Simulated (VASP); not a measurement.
# GeSe (kk07) (Pnma) in VASP: single point with LDA

Aim: the single point of GeSe (kk07) with LDA.

All numbers are computed with VASP 6.6.1; they aren't measurements. Logs are shortened: lines on timing, memory, paths and dates and some standing lists are left out, and cuts for length are marked.

### Step 1. The cell of the first run

It takes space group Pnma (No. 62, orthorhombic). The conventional cell has a = 11.256 Å, b = 3.787 Å, c = 4.664 Å, α = 90.00°, β = 90.00°, γ = 90.00°. Ge (site symmetry m) has 3 Se at 2.56 Å within 3.4 Å. Se (site symmetry m) has 3 Ge at 2.56 Å within 3.4 Å.

### Step 2. Single point, LDA

INCAR

```
PREC = Accurate ; ENCUT = 500
EDIFF = 1E-6 ; ISMEAR = 0
SIGMA = 0.1 ; LREAL = False
LASPH = True ; NELM = 120
ALGO = Normal ; ISIF = 2
LWAVE = False ; LCHARG = False
GGA = CA ; NBANDS = 50
GGA_COMPAT = False
```

KPOINTS

```
regular mesh
0
Gamma
  2 6 4
```

POSCAR

```
GeSe
1.0
   11.2560349400      0.0000000000      0.0000000000
    0.0000000000      3.7871878600      0.0000000000
    0.0000000000      0.0000000000      4.6643635200
Ge Se
4 4
Direct
    0.1290986400      0.2500000000      0.1190017300
    0.8709013600      0.7500000000      0.8809982700
    0.3709013600      0.7500000000      0.6190017300
    0.6290986400      0.2500000000      0.3809982700
    0.8492791900      0.2500000000      0.5154685600
    0.1507208100      0.7500000000      0.4845314400
    0.6507208100      0.7500000000      0.0154685600
    0.3492791900      0.2500000000      0.9845314400
```

Potentials or basis: VASP PAW LDA potentials, release 64 (Ge_d, Se).

Launch:

```console
cat potpaw_LDA.64/Ge_d/POTCAR potpaw_LDA.64/Se/POTCAR > POTCAR
mpirun -np 1 vasp_std > vasp.out
```

OUTCAR:

```text
PREC = Accurate
   ENCUT = 500
   EDIFF = 1E-6
   ISMEAR = 0
   LREAL = False
   LASPH = True
   NELM = 120
   ISIF = 2
   GGA = CA

 ion  position               nearest neighbor table
   1  0.129  0.250  0.119-   8 2.56   6 2.56   6 2.56
   2  0.871  0.750  0.881-   7 2.56   5 2.56   5 2.56
   3  0.371  0.750  0.619-   6 2.56   8 2.56   8 2.56
   4  0.629  0.250  0.381-   5 2.56   7 2.56   7 2.56
   5  0.849  0.250  0.515-   4 2.56   2 2.56   2 2.56
   6  0.151  0.750  0.485-   3 2.56   1 2.56   1 2.56
   7  0.651  0.750  0.015-   2 2.56   4 2.56   4 2.56
   8  0.349  0.250  0.985-   1 2.56   3 2.56   3 2.56

  LATTYP: Found a simple orthorhombic cell.
 ALAT       =     3.7871878600
 B/A-ratio  =     1.2316166223
 C/A-ratio  =     2.9721353564

  Lattice vectors:

 A1 = (   0.0000000000,   3.7871878600,   0.0000000000)
 A2 = (   0.0000000000,   0.0000000000,   4.6643635200)
 A3 = (  11.2560349400,   0.0000000000,   0.0000000000)

Analysis of symmetry for initial positions (statically):
=====================================================================
 Subroutine PRICEL returns:
 Original cell was already a primitive cell.

 Routine SETGRP: Setting up the symmetry group for a
 simple orthorhombic supercell.

 Subroutine GETGRP returns: Found  8 space group operations
 (whereof  2 operations were pure point group operations)
 out of a pool of  8 trial point group operations.

The static configuration has the point symmetry S_2 .
 The point group associated with its full space group is D_2h.

Analysis of symmetry for dynamics (positions and initial velocities):
=====================================================================
 Subroutine PRICEL returns:
 Original cell was already a primitive cell.

 Routine SETGRP: Setting up the symmetry group for a
 simple orthorhombic supercell.

 Subroutine GETGRP returns: Found  8 space group operations
 (whereof  2 operations were pure point group operations)
 out of a pool of  8 trial point group operations.

The dynamic configuration has the point symmetry S_2 .
 The point group associated with its full space group is D_2h.

 Subroutine INISYM returns: Found  8 space group operations
 (whereof  2 operations are pure point group operations),
 and found     1 'primitive' translations

----------------------------------------------------------------------------------------

                                     Primitive cell

  volume of cell :     198.8358

  direct lattice vectors                    reciprocal lattice vectors
    11.256034940  0.000000000  0.000000000     0.088841231  0.000000000  0.000000000
     0.000000000  3.787187860  0.000000000     0.000000000  0.264048164  0.000000000
     0.000000000  0.000000000  4.664363520     0.000000000  0.000000000  0.214391523

  length of vectors
    11.256034940  3.787187860  4.664363520     0.088841231  0.264048164  0.214391523

  position of ions in fractional coordinates (direct lattice)
     0.129098640  0.250000000  0.119001730
     0.870901360  0.750000000  0.880998270
     0.370901360  0.750000000  0.619001730
     0.629098640  0.250000000  0.380998270
     0.849279190  0.250000000  0.515468560
     0.150720810  0.750000000  0.484531440
     0.650720810  0.750000000  0.015468560
     0.349279190  0.250000000  0.984531440

  ion indices of the primitive-cell ions
   primitive index   ion index
                 1           1
                 2           2
                 3           3
                 4           4
                 5           5
                 6           6
                 7           7
                 8           8

----------------------------------------------------------------------------------------

 KPOINTS: regular mesh

Automatic generation of k-mesh.
 Grid dimensions read from file:
 generate k-points for:    2    6    4

 Generating k-lattice:

  Cartesian coordinates                     Fractional coordinates (reciprocal lattice)
     0.044420615  0.000000000  0.000000000     0.500000000  0.000000000  0.000000000
     0.000000000  0.044008027  0.000000000     0.000000000  0.166666667  0.000000000
     0.000000000  0.000000000  0.053597881     0.000000000  0.000000000  0.250000000

  Length of vectors
     0.044420615  0.044008027  0.053597881

  Shift w.r.t. Gamma in fractional coordinates (k-lattice)
     0.000000000  0.000000000  0.000000000

 Subroutine IBZKPT returns following result:
 ===========================================

 Found     24 irreducible k-points:

 Following reciprocal coordinates:
            Coordinates               Weight
  0.000000  0.000000  0.000000      1.000000
  0.500000  0.000000  0.000000      1.000000
  0.000000  0.166667  0.000000      2.000000
  0.500000  0.166667  0.000000      2.000000
  0.000000  0.333333  0.000000      2.000000
  0.500000  0.333333  0.000000      2.000000
[... 16 lines left out ...]
  0.000000  0.500000  0.500000      1.000000
  0.500000  0.500000  0.500000      1.000000
   k-points           NKPTS =     24   k-points in BZ     NKDIM =     24   number of bands    NBANDS=     50
   number of dos      NEDOS =    301   number of ions     NIONS =      8
   total plane-waves  NPLWV =  84672
   dimension x,y,z NGX =    84 NGY =   28 NGZ =   36
   dimension x,y,z NGXF=   168 NGYF=   56 NGZF=   72
   ions per type =               4   4
   NGX,Y,Z   is equivalent  to a cutoff of  12.41, 12.29, 12.83 a.u.
   NGXF,Y,Z  is equivalent  to a cutoff of  24.81, 24.58, 25.66 a.u.
 SYSTEM =  unknown system
   PREC   = accura    normal or accurate (medium, high low for compatibility)
   ISTART =      0    job   : 0-new  1-cont  2-samecut
   ICHARG =      2    charge: 1-file 2-atom 10-const
   ISPIN  =      1    spin polarized calculation?
   LNONCOLLINEAR =      F non collinear calculations
   LSORBIT =      F    spin-orbit coupling
   LASPH  =      T    aspherical Exc in radial PAW
   ENCUT  =  500.0 eV  36.75 Ry    6.06 a.u.  20.52  6.90  8.50*2*pi/ulx,y,z
   NELM   =    120;   NELMIN=  2; NELMDL= -5     # of ELM steps
   EDIFF  = 0.1E-05   stopping-criterion for ELM
   LREAL  =      F    real-space projection
   EDIFFG = 0.1E-04   stopping-criterion for IOM
   NSW    =      0    number of steps for IOM
   IBRION =     -1    ionic relax: 0-MD 1-quasi-New 2-CG
   NFREE  =      0    steps in history (QN), initial steepest desc. (CG)
   ISIF   =      2    stress and relaxation
   ISYM   =      2    0-nonsym 1-usesym 2-fastsym
   POTIM  = 0.5000    time-step for ionic-motion
   TEBEG  =    0.0;   TEEND  =   0.0 temperature during run
   PSTRESS=    0.0 pullay stress
   NELECT =      80.0000    total number of electrons
   NUPDOWN=      -1.0000    fix difference up-down
   EMIN   =  10.00;   EMAX   =-10.00  energy-range for DOS
   EFERMI =   0.00;   METHOD = LEGACY
   ISMEAR =     0;   SIGMA  =   0.10  broadening in eV -4-tet -1-fermi 0-gaus
   EFERMI_NEDOS =   21; number of points for ismear=-14 and -15
   IALGO  =     38    algorithm
   IMIX   =      4    mixing-type and parameters
     AMIX     =   0.40;   BMIX     =  1.00
     AMIX_MAG =   1.60;   BMIX_MAG =  1.00
  volume/ion in A,a.u.               =      24.85       167.73
  Fermi-wavevector in a.u.,A,eV,Ry     =   1.208574  2.283874 19.873367  1.460651
  Thomas-Fermi vector in A             =   2.344178
   LORBIT       =      0    0 simple, 1 ext, 2 COOP (PROOUT), +10 PAW based schemes
   GGA     = CA    functional components
   LHFCALC =     F    Hartree Fock is set to
   AEXX    =    0.0000 exact exchange contribution
   IVDW    =     0    specifies the selected vdW correction
   LEPSILON=     F    determine dielectric tensor
   LRPA    =     F    only Hartree local field effects (RPA)
 non-spin polarized calculation
 Gauss-broadening in eV      SIGMA  =   0.10
  energy-cutoff  :      500.00
  volume of cell :      198.84
 maximum number of plane-waves:      5088
 NGX is ok and might be reduce to    84
   NGX = 41   NGY = 13   NGZ = 17

 number of electron      79.9999959 magnetization

 Free energy of the ion-electron system (eV)
  ---------------------------------------------------
  ext. energy  EPLUGINS =         0.00000000
  ---------------------------------------------------
  free energy    TOTEN  =       -38.78975020 eV

  energy without entropy =      -38.78975020  energy(sigma->0) =      -38.78975020

 E-fermi :   3.9357     XC(G=0):  -9.8165

 val. band max:        3.5440982660   @ k =   0.0000   0.0000   0.0000
 cond. band min:       4.3270773303   @ k =   0.0000   0.0000   0.0000
 fundamental gap:      0.7829790643
 Fermi energy:         3.9356997032

 k-point     1 :       0.0000    0.0000    0.0000
  band No.  band energies     occupation
      1     -21.1088      2.00000
      2     -21.1073      2.00000
      3     -21.1040      2.00000
      4     -21.1037      2.00000
      5     -21.1035      2.00000
      6     -21.1027      2.00000
[... 42 lines left out ...]
     49       8.5532      0.00000
     50       8.8587      0.00000

 k-point     2 :       0.5000    0.0000    0.0000
  band No.  band energies     occupation
      1     -21.1081      2.00000
      2     -21.1081      2.00000
      3     -21.1038      2.00000
      4     -21.1038      2.00000
      5     -21.1031      2.00000
      6     -21.1031      2.00000
[... 42 lines left out ...]
     49       8.5100      0.00000
     50       8.5110      0.00000

 k-point     3 :       0.0000    0.1667    0.0000
  band No.  band energies     occupation
      1     -21.1073      2.00000
      2     -21.1067      2.00000
      3     -21.1054      2.00000
      4     -21.1050      2.00000
      5     -21.1023      2.00000
      6     -21.1022      2.00000
[... 42 lines left out ...]
     49       7.5233      0.00000
     50       8.4408      0.00000

 k-point     4 :       0.5000    0.1667    0.0000
  band No.  band energies     occupation
      1     -21.1070      2.00000
      2     -21.1070      2.00000
      3     -21.1052      2.00000
      4     -21.1052      2.00000
      5     -21.1023      2.00000
      6     -21.1023      2.00000
[... 999 lines left out ...]
 k-point    23 :       0.0000    0.5000    0.5000
  band No.  band energies     occupation
      1     -21.1103      2.00000
      2     -21.1103      2.00000
      3     -21.1099      2.00000
      4     -21.1099      2.00000
      5     -21.0968      2.00000
      6     -21.0968      2.00000
[... 42 lines left out ...]
     49       8.6249      0.00000
     50       8.6249      0.00000

 k-point    24 :       0.5000    0.5000    0.5000
  band No.  band energies     occupation
      1     -21.1101      2.00000
      2     -21.1101      2.00000
      3     -21.1101      2.00000
      4     -21.1101      2.00000
      5     -21.0967      2.00000
      6     -21.0967      2.00000
[... 42 lines left out ...]
     49       9.7279      0.00000
     50       9.7279      0.00000

------------------------ aborting loop because EDIFF is reached ----------------------------------------

  FORCE on cell =-STRESS in cart. coord.  units (eV):
  Direction    XX          YY          ZZ          XY          YZ          ZX
  --------------------------------------------------------------------------------------
  -------------------------------------------------------------------------------------
  Total       -3.3135055     -2.9962712     -3.8288041      0.0000000      0.0000000      0.0000000
  in kB      -26.6995297    -24.1433224    -30.8516971      0.0000000      0.0000000      0.0000000
  external PRESSURE =     -27.2315164 kB  Pullay stress =       0.0000000 kB

 VOLUME and BASIS-vectors are now :
 -----------------------------------------------------------------------------
  energy-cutoff  :      500.00
  volume of cell :      198.84
      direct lattice vectors                 reciprocal lattice vectors
    11.256034940  0.000000000  0.000000000     0.088841231  0.000000000  0.000000000
     0.000000000  3.787187860  0.000000000     0.000000000  0.264048164  0.000000000
     0.000000000  0.000000000  4.664363520     0.000000000  0.000000000  0.214391523

 POSITION                                       TOTAL-FORCE (eV/Angst)
 -----------------------------------------------------------------------------------
      1.45314      0.94680      0.55507        -0.040975     -0.000000     -0.038674
      9.80290      2.84039      4.10930         0.040975     -0.000000      0.038674
      4.17488      2.84039      2.88725         0.040975      0.000000     -0.038674
      7.08116      0.94680      1.77711        -0.040975     -0.000000      0.038674
      9.55952      0.94680      2.40433         0.030202     -0.000000     -0.056553
      1.69652      2.84039      2.26003        -0.030202     -0.000000      0.056553
      7.32454      2.84039      0.07215        -0.030202      0.000000     -0.056553
      3.93150      0.94680      4.59221         0.030202     -0.000000      0.056553
 -----------------------------------------------------------------------------------
    total drift:                                0.000000      0.000000     -0.000000

  FREE ENERGIE OF THE ION-ELECTRON SYSTEM (eV)
  ---------------------------------------------------
  free  energy   TOTEN  =       -38.7897502029 eV

  energy  without entropy=      -38.7897502024  energy(sigma->0) =      -38.78975020
```

Wall time 7.1 min (1 thread of AMD EPYC 7R13, shared host); peak memory 0.3 GiB.

Results:

- Free energy: -38.7898 eV
- Pressure: -2.7 GPa
- Largest force: 0.064 eV/Å
- Band gap on the k mesh: 0.78 eV, direct

Forces on the atoms (eV/Å):
```
Ge  -0.041  0.000 -0.039
Ge   0.041  0.000  0.039
Ge   0.041  0.000 -0.039
Ge  -0.041  0.000  0.039
Se   0.030  0.000 -0.057
Se  -0.030  0.000  0.057
Se  -0.030  0.000 -0.057
Se   0.030  0.000  0.057
```
